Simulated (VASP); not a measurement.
A run of VASP 6.6.1 is set up as follows.

File INCAR:

```
SYSTEM = Al2Ru
  PREC = Accurate
  ENCUT = 520
  EDIFF = 1E-6
  ISMEAR = 0
  SIGMA = 0.01
  LREAL = .FALSE.
  LASPH = .TRUE.
  NELM = 80
  ALGO = Normal
  ISIF = 2
  LWAVE = .FALSE.
  LCHARG = .FALSE.
  NBANDS = 29
```

Contents of KPOINTS:

```
regular mesh
0
G
  10 10 10
  0 0 0
```

POSCAR

```
Al2Ru
1.0
    0.0000000000      3.9579375332      4.3507976798
    2.3322633091      0.0000000000      4.3507976798
    2.3322633091      3.9579375332      0.0000000000
Al Ru
4 2
Direct
    0.0788628326      0.4211371674      0.0788628326
    0.4211371674      0.0788628326      0.4211371674
    0.1711371674      0.8288628326      0.1711371674
    0.8288628326      0.1711371674      0.8288628326
    0.7500000000      0.7500000000      0.7500000000
    0.5000000000      0.5000000000      0.5000000000
```

Potentials or basis: VASP PAW LDA potentials, release 64 (Al, Ru_pv).

Launch:

```sh
$ cat potpaw_LDA.64/Al/POTCAR potpaw_LDA.64/Ru_pv/POTCAR > POTCAR
$ mpirun -np 1 vasp_std > vasp.out
```

Task: What does it give for the pressure?

Result: 0.5 GPa.

Task: Estimate the largest force.

Result: 0.007 eV/Å.

Stress tensor (GPa, compression positive):
```
0.46 0.00 0.00
0.00 0.40 0.00
0.00 0.00 0.50
```
